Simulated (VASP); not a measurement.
Input of a VASP 6.6.1 run:

Contents of INCAR:

```
SYSTEM = InP
PREC = Accurate
ENCUT = 520
EDIFF = 1E-6
ISMEAR = 0
SIGMA = 0.05
LREAL = .False.
LASPH = .True.
NELM = 60
ALGO = Normal
ISIF = 2
LWAVE = .False.
LCHARG = .False.
GGA = PE
NBANDS = 16
```

Contents of KPOINTS:

```
regular mesh
0
Gamma
  10 10 10
  0 0 0
```

Contents of POSCAR:

```
InP
1.0
    0.0000000000      3.0694352298      2.8906331776
    3.0694352298      0.0000000000      2.8906331776
    3.0694352298      3.0694352298      0.0000000000
In P
1 1
Direct
    0.0000000000      0.0000000000      0.0000000000
    0.7500000000      0.7500000000      0.7500000000
```

Potentials or basis: VASP PAW PBE potentials, release 64 (In_d, P).

The run is started by

```console
$ cat potpaw_PBE.64/In_d/POTCAR potpaw_PBE.64/P/POTCAR > POTCAR
$ mpirun -np 1 vasp_std > vasp.out
```

(1) Predict the band gap on the k mesh.

(2) Predict the pressure.

Answers

(1) 0.10 eV, direct.

(2) -1.7 GPa.

Caveat: the cell differs from its parent crystal (strain +0.030 along x and y, -0.030 along z); spin-orbit coupling is left out, which moves the levels of the heavy elements.
